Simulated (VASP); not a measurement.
Here is a VASP 6.6.1 calculation.

File INCAR:

```
SYSTEM = Rh
  ALGO = Fast
  EDIFF = 1E-7
  ENCUT = 520
  GGA = CA
  ISIF = 2
  ISMEAR = 0
  LASPH = .TRUE.
  LCHARG = .FALSE.
  LREAL = .FALSE.
  LWAVE = .FALSE.
  NBANDS = 14
  NELM = 100
  PREC = Accurate
  SIGMA = 0.15
```

The input KPOINTS:

```
k-points
0
G
  22 22 22
  0 0 0
```

File POSCAR:

```
Rh
1.0
    0.0000000000      1.8140010664      2.1169392444
    1.8140010664      0.0000000000      2.1169392444
    1.8140010664      1.8140010664      0.0000000000
Rh
1
Direct
    0.0000000000      0.0000000000      0.0000000000
```

Potentials or basis: VASP PAW LDA potentials, release 64 (Rh_pv).

Run with:

```sh
$ cat potpaw_LDA.64/Rh_pv/POTCAR > POTCAR
$ mpirun -np 1 vasp_std > vasp.out
```

Estimate the pressure.

-9.4 GPa.

Estimate the band gap on the k mesh.

zero (an odd number of electrons rules out a gap without spin polarisation).

Stress tensor (GPa, compression positive):
```
  2.15   0.00   0.00
  0.00   2.15   0.00
  0.00   0.00 -32.49
```

Caveat: the stress differs along the axes, from -32 to 2 GPa.
